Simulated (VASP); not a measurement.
# Ta (P-1) in VASP: single point with PBEsol

Aim: the single point of Ta with PBEsol.

Everything below comes from runs of VASP 6.6.1. Logs are shortened: lines on timing, memory, paths and dates and some standing lists are left out, and cuts for length are marked.

## (1) The cell of the first run

The typed cell holds 2 atoms: a = 2.893 Å, b = 2.886 Å, c = 5.165 Å, α = 89.55°, β = 89.90°, γ = 119.87°.

## (2) Single point, PBEsol (atoms moved at random and the cell strained at random)

INCAR reads:

```
SYSTEM = Ta
PREC = Accurate
ENCUT = 520
EDIFF = 1E-7
ISMEAR = 0
SIGMA = 0.1
LREAL = .FALSE.
LASPH = .TRUE.
NELM = 80
ALGO = Fast
ISIF = 2
LWAVE = .FALSE.
LCHARG = .FALSE.
GGA = PS
NBANDS = 18
```

KPOINTS reads:

```
regular mesh
0
G
  14 14 8
  0 0 0
```

POSCAR reads:

```
Ta
1.0
    2.8934111796      0.0056267218      0.0026393386
   -1.4418327058      2.4995632998      0.0112393102
    0.0047013093      0.0258313700      5.1652407452
Ta
2
Direct
    0.7119034155      0.3225163683      0.7526247156
    0.2880965845      0.6774836317      0.2473752844
```

Potentials or basis: VASP PAW PBE potentials, release 64 (Ta_pv).

Launch:

```sh
$ cat potpaw_PBE.64/Ta_pv/POTCAR > POTCAR
$ mpirun -np 1 vasp_std > vasp.out
```

OUTCAR:

```text
SYSTEM = Ta
   PREC = Accurate
   ENCUT = 520
   EDIFF = 1E-7
   ISMEAR = 0
   LREAL = .FALSE.
   LASPH = .TRUE.
   NELM = 80
   ISIF = 2
   GGA = PS

 ion  position               nearest neighbor table
   1  0.712  0.323  0.753-   2 2.95   2 2.98   2 3.02   2 3.10   2 3.22   2 3.25
   2  0.288  0.677  0.247-   1 2.95   1 2.98   1 3.02   1 3.10   1 3.22   1 3.25

  LATTYP: Found a triclinic cell.
 ALAT       =     2.8953842106
 B/A-ratio  =     0.9993208652
 C/A-ratio  =     1.7839799833
 COS(alpha) =     0.0018320687
 COS(beta)  =     0.0095766037
 COS(gamma) =     0.5030280712

  Lattice vectors:

 A1 = (  -1.4515784738,  -2.5051900216,  -0.0138786488)
 A2 = (  -2.8934111796,  -0.0056267218,  -0.0026393386)
 A3 = (  -0.0047013093,  -0.0258313700,  -5.1652407452)

Analysis of symmetry for initial positions (statically):
=====================================================================
 Subroutine PRICEL returns:
 Original cell was already a primitive cell.

 Routine SETGRP: Setting up the symmetry group for a
 triclinic supercell.

 Subroutine GETGRP returns: Found  2 space group operations
 (whereof  2 operations were pure point group operations)
 out of a pool of  2 trial point group operations.

The static configuration has the point symmetry S_2 .

Analysis of symmetry for dynamics (positions and initial velocities):
=====================================================================
 Subroutine PRICEL returns:
 Original cell was already a primitive cell.

 Routine SETGRP: Setting up the symmetry group for a
 triclinic supercell.

 Subroutine GETGRP returns: Found  2 space group operations
 (whereof  2 operations were pure point group operations)
 out of a pool of  2 trial point group operations.

The dynamic configuration has the point symmetry S_2 .

 Subroutine INISYM returns: Found  2 space group operations
 (whereof  2 operations are pure point group operations),
 and found     1 'primitive' translations

----------------------------------------------------------------------------------------

                                     Primitive cell

  volume of cell :      37.3973

  direct lattice vectors                    reciprocal lattice vectors
     2.893411180  0.005626722  0.002639339     0.345226747  0.199144362 -0.001310140
    -1.441832706  2.499563300  0.011239310    -0.000775328  0.399631632 -0.001997852
     0.004701309  0.025831370  5.165240745    -0.000174717 -0.000971338  0.193606835

  length of vectors
     2.893417854  2.885623774  5.165307476     0.398549495  0.399637378  0.193609350

  position of ions in fractional coordinates (direct lattice)
     0.711903415  0.322516368  0.752624716
     0.288096585  0.677483632  0.247375284

  ion indices of the primitive-cell ions
   primitive index   ion index
                 1           1
                 2           2

----------------------------------------------------------------------------------------

 KPOINTS: regular mesh

Automatic generation of k-mesh.
 Grid dimensions read from file:
 generate k-points for:   14   14    8

 Generating k-lattice:

  Cartesian coordinates                     Fractional coordinates (reciprocal lattice)
     0.024659053  0.014224597 -0.000093581     0.071428571  0.000000000  0.000000000
    -0.000055381  0.028545117 -0.000142704    -0.000000000  0.071428571  0.000000000
    -0.000021840 -0.000121417  0.024200854     0.000000000 -0.000000000  0.125000000

  Length of vectors
     0.028467821  0.028545527  0.024201169

  Shift w.r.t. Gamma in fractional coordinates (k-lattice)
     0.000000000  0.000000000  0.000000000

 Subroutine IBZKPT returns following result:
 ===========================================

 Found    788 irreducible k-points:

 Following reciprocal coordinates:
            Coordinates               Weight
  0.000000  0.000000  0.000000      1.000000
  0.071429  0.000000  0.000000      2.000000
  0.142857 -0.000000  0.000000      2.000000
  0.214286 -0.000000  0.000000      2.000000
  0.285714 -0.000000  0.000000      2.000000
  0.357143  0.000000  0.000000      2.000000
[... 16 lines left out ...]
 -0.000000  0.142857 -0.000000      2.000000
  0.071429  0.142857  0.000000      2.000000
 [... further k-points ...]
   k-points           NKPTS =    788   k-points in BZ     NKDIM =    788   number of bands    NBANDS=     18
   number of dos      NEDOS =    301   number of ions     NIONS =      2
   total plane-waves  NPLWV =  23040
   dimension x,y,z NGX =    24 NGY =   24 NGZ =   40
   dimension x,y,z NGXF=    48 NGYF=   48 NGZF=   80
   ions per type =               2
   NGX,Y,Z   is equivalent  to a cutoff of  13.79, 13.83, 12.87 a.u.
   NGXF,Y,Z  is equivalent  to a cutoff of  27.58, 27.65, 25.75 a.u.
 SYSTEM =  Ta
   PREC   = accura    normal or accurate (medium, high low for compatibility)
   ISTART =      0    job   : 0-new  1-cont  2-samecut
   ICHARG =      2    charge: 1-file 2-atom 10-const
   ISPIN  =      1    spin polarized calculation?
   LNONCOLLINEAR =      F non collinear calculations
   LSORBIT =      F    spin-orbit coupling
   LASPH  =      T    aspherical Exc in radial PAW
   ENCUT  =  520.0 eV  38.22 Ry    6.18 a.u.   5.38  5.37  9.60*2*pi/ulx,y,z
   NELM   =     80;   NELMIN=  2; NELMDL= -5     # of ELM steps
   EDIFF  = 0.1E-06   stopping-criterion for ELM
   LREAL  =      F    real-space projection
   EDIFFG = 0.1E-05   stopping-criterion for IOM
   NSW    =      0    number of steps for IOM
   IBRION =     -1    ionic relax: 0-MD 1-quasi-New 2-CG
   NFREE  =      0    steps in history (QN), initial steepest desc. (CG)
   ISIF   =      2    stress and relaxation
   ISYM   =      2    0-nonsym 1-usesym 2-fastsym
   POTIM  = 0.5000    time-step for ionic-motion
   TEBEG  =    0.0;   TEEND  =   0.0 temperature during run
   PSTRESS=    0.0 pullay stress
   NELECT =      22.0000    total number of electrons
   NUPDOWN=      -1.0000    fix difference up-down
   EMIN   =  10.00;   EMAX   =-10.00  energy-range for DOS
   EFERMI =   0.00;   METHOD = LEGACY
   ISMEAR =     0;   SIGMA  =   0.10  broadening in eV -4-tet -1-fermi 0-gaus
   EFERMI_NEDOS =   21; number of points for ismear=-14 and -15
   IALGO  =     68    algorithm
   IMIX   =      4    mixing-type and parameters
     AMIX     =   0.40;   BMIX     =  1.00
     AMIX_MAG =   1.60;   BMIX_MAG =  1.00
  volume/ion in A,a.u.               =      18.70       126.18
  Fermi-wavevector in a.u.,A,eV,Ry     =   1.371731  2.592195 25.601340  1.881645
  Thomas-Fermi vector in A             =   2.497401
   LORBIT       =      0    0 simple, 1 ext, 2 COOP (PROOUT), +10 PAW based schemes
   GGA     = PS    functional components
   LHFCALC =     F    Hartree Fock is set to
   AEXX    =    0.0000 exact exchange contribution
   IVDW    =     0    specifies the selected vdW correction
   LEPSILON=     F    determine dielectric tensor
   LRPA    =     F    only Hartree local field effects (RPA)
 non-spin polarized calculation
 RMM-DIIS sequential band-by-band and
 Gauss-broadening in eV      SIGMA  =   0.10
  energy-cutoff  :      520.00
  volume of cell :       37.40
 maximum number of plane-waves:      1030
 NGX is ok and might be reduce to    24
   NGX = 11   NGY = 11   NGZ = 19

 number of electron      22.0000002 magnetization

 Free energy of the ion-electron system (eV)
  ---------------------------------------------------
  ext. energy  EPLUGINS =         0.00000000
  ---------------------------------------------------
  free energy    TOTEN  =       -24.55423058 eV

  energy without entropy =      -24.54134293  energy(sigma->0) =      -24.54778675

 E-fermi :   5.3852     XC(G=0): -12.5242

 val. band max:        5.3824011489   @ k =   0.2143   0.0714   0.2500
 cond. band min:       5.3869026097   @ k =  -0.1429  -0.2857   0.2500
 fundamental gap:      0.0045014608
 Fermi energy:         5.3852004813

 k-point     1 :       0.0000    0.0000    0.0000
  band No.  band energies     occupation
      1     -29.1108      2.00000
      2     -28.2484      2.00000
      3     -28.1421      2.00000
      4     -28.0991      2.00000
      5     -28.0808      2.00000
      6     -28.0103      2.00000
[... 10 lines left out ...]
     17       9.7349      0.00000
     18      11.2909      0.00000

 k-point     2 :       0.0714    0.0000    0.0000
  band No.  band energies     occupation
      1     -29.0930      2.00000
      2     -28.2520      2.00000
      3     -28.1906      2.00000
      4     -28.1217      2.00000
      5     -28.0981      2.00000
      6     -28.0558      2.00000
[... 10 lines left out ...]
     17       9.9929      0.00000
     18      11.6131      0.00000

 k-point     3 :       0.1429   -0.0000    0.0000
  band No.  band energies     occupation
      1     -29.0413      2.00000
      2     -28.3361      2.00000
      3     -28.2617      2.00000
      4     -28.2350      2.00000
      5     -28.1661      2.00000
      6     -28.1012      2.00000
[... 10 lines left out ...]
     17      10.3317      0.00000
     18      12.4418      0.00000

 k-point     4 :       0.2143   -0.0000    0.0000
  band No.  band energies     occupation
      1     -28.9611      2.00000
      2     -28.5428      2.00000
      3     -28.4514      2.00000
      4     -28.2832      2.00000
      5     -28.2260      2.00000
      6     -28.1416      2.00000
[... 10 lines left out ...]
     17      10.5360      0.00000
     18      13.5782      0.00000

 k-point     5 :       0.2857   -0.0000    0.0000
  band No.  band energies     occupation
      1     -28.8610      2.00000
      2     -28.7674      2.00000
      3     -28.6843      2.00000
      4     -28.3186      2.00000
      5     -28.2880      2.00000
      6     -28.1868      2.00000
[... 10 lines left out ...]
     17      10.6096      0.00000
     18      13.1309      0.00000

 k-point     6 :       0.3571    0.0000    0.0000
  band No.  band energies     occupation
      1     -28.9657      2.00000
      2     -28.8902      2.00000
      3     -28.7463      2.00000
      4     -28.3709      2.00000
      5     -28.3419      2.00000
      6     -28.2281      2.00000
[... 10 lines left out ...]
     17      10.6080      0.00000
     18      12.9505      0.00000

 k-point     7 :       0.4286   -0.0000    0.0000
  band No.  band energies     occupation
      1     -29.1005      2.00000
      2     -29.0262      2.00000
      3     -28.6346      2.00000
      4     -28.4411      2.00000
      5     -28.3793      2.00000
      6     -28.2569      2.00000
[... 10 lines left out ...]
     17      11.7116      0.00000
     18      13.3073      0.00000

 k-point     8 :       0.5000   -0.0000    0.0000
  band No.  band energies     occupation
      1     -29.1481      2.00000
      2     -29.0742      2.00000
      3     -28.5352      2.00000
      4     -28.5254      2.00000
      5     -28.3926      2.00000
      6     -28.2671      2.00000
[... 10 lines left out ...]
     17      12.4514      0.00000
     18      12.5628      0.00000
[... 229 lines left out ...]
     17      10.6286      0.00000
     18      13.4533      0.00000

 k-point    20 :      -0.2143    0.0714   -0.0000
  band No.  band energies     occupation
      1     -29.0021      2.00000
      2     -28.4446      2.00000
      3     -28.3916      2.00000
      4     -28.2634      2.00000
      5     -28.2036      2.00000
      6     -28.1284      2.00000
[... 10 lines left out ...]
     17      10.6038      0.00000
     18      12.9263      0.00000

 k-point    21 :      -0.1429    0.0714   -0.0000
  band No.  band energies     occupation
      1     -29.0651      2.00000
      2     -28.2680      2.00000
      3     -28.2499      2.00000
      4     -28.2306      2.00000
      5     -28.1554      2.00000
      6     -28.0677      2.00000
[... 10 lines left out ...]
     17      10.5095      0.00000
     18      11.8457      0.00000

 k-point    22 :      -0.0714    0.0714   -0.0000
  band No.  band energies     occupation
      1     -29.0968      2.00000
      2     -28.2474      2.00000
      3     -28.1612      2.00000
      4     -28.1543      2.00000
      5     -28.1299      2.00000
      6     -28.0226      2.00000
[... 10 lines left out ...]
     17      10.2759      0.00000
     18      11.3146      0.00000

 k-point    23 :      -0.0000    0.1429   -0.0000
  band No.  band energies     occupation
      1     -29.0446      2.00000
      2     -28.3369      2.00000
      3     -28.2588      2.00000
      4     -28.2552      2.00000
      5     -28.1654      2.00000
      6     -28.0850      2.00000
[... 10 lines left out ...]
     17      10.2533      0.00000
     18      12.3034      0.00000

 k-point    24 :       0.0714    0.1429    0.0000
  band No.  band energies     occupation
      1     -28.9905      2.00000
      2     -28.4588      2.00000
      3     -28.3743      2.00000
      4     -28.2749      2.00000
      5     -28.1970      2.00000
      6     -28.1432      2.00000
[... 10 lines left out ...]
     17       9.9894      0.00000
     18      13.2185      0.00000

 [... further k-points ...]
[... 5 lines left out ...]
  --------------------------------------------------------------------------------------
  -------------------------------------------------------------------------------------
  Total       -1.2426904     -0.8843348     -1.9281961      1.1862457      0.1372184     -0.1056629
  in kB      -53.2393838    -37.8867004    -82.6078440     50.8211766      5.8787172     -4.5268117
  external PRESSURE =     -57.9113094 kB  Pullay stress =       0.0000000 kB

 VOLUME and BASIS-vectors are now :
 -----------------------------------------------------------------------------
  energy-cutoff  :      520.00
  volume of cell :       37.40
      direct lattice vectors                 reciprocal lattice vectors
     2.893411180  0.005626722  0.002639339     0.345226747  0.199144362 -0.001310140
    -1.441832706  2.499563300  0.011239310    -0.000775328  0.399631632 -0.001997852
     0.004701309  0.025831370  5.165240745    -0.000174717 -0.000971338  0.193606835

 POSITION                                       TOTAL-FORCE (eV/Angst)
 -----------------------------------------------------------------------------------
      1.59835      0.82960      3.89299         0.275936     -0.287906     -0.255352
     -0.14207      1.70142      1.28613        -0.275936      0.287906      0.255352
 -----------------------------------------------------------------------------------
    total drift:                               -0.000000      0.000000      0.000000

  FREE ENERGIE OF THE ION-ELECTRON SYSTEM (eV)
  ---------------------------------------------------
  free  energy   TOTEN  =       -24.5542305751 eV

  energy  without entropy=      -24.5413429296  energy(sigma->0) =      -24.54778675
```

It took 3.2 min on 1 thread of Intel Xeon 6975P-C (Granite Rapids), shared host; peak memory 0.51 GiB.

What came out:

```
Free energy            : -24.5542 eV
Pressure               : -5.8 GPa
Largest force          : 0.474 eV/Å
Band gap on the k mesh : zero (band 11 reaches 7.09 eV, above the bottom of band 12 at 4.54 eV)
```

Forces on the atoms (eV/Å):
```
Ta   0.276 -0.288 -0.255
Ta  -0.276  0.288  0.255
```

Levels at points of the mesh, in eV from the Fermi level:
```
           k point  band 9  band 10  band 11  band 12  band 13  band 14
(0.00, 0.00, 0.00)   -0.76    -0.03     0.49     0.89     1.13     1.39
(0.50, 0.00, 0.00)   -2.75    -1.24    -0.69     0.32     1.18     5.18
(0.00, 0.50, 0.00)   -3.16    -0.59    -0.39     0.27     1.24     4.82
(0.50, 0.50, 0.00)   -3.75     0.02     0.63     0.83     0.91     5.61
(0.00, 0.00, 0.50)   -1.24    -1.06     0.73     0.73     0.76     0.81
(0.50, 0.00, 0.50)   -2.35    -2.27     1.71     1.78     2.75     2.84
(0.00, 0.50, 0.50)   -2.36    -2.32     1.53     1.63     2.81     2.95
(0.50, 0.50, 0.50)   -2.41    -2.27     1.18     1.24     2.54     2.78
```

Caveat: the cell differs from its parent crystal (atoms moved at random and the cell strained at random); the PAW data sets were made with another functional, which shifts forces and pressure a little; spin-orbit coupling is left out, which moves the levels of the heavy elements.
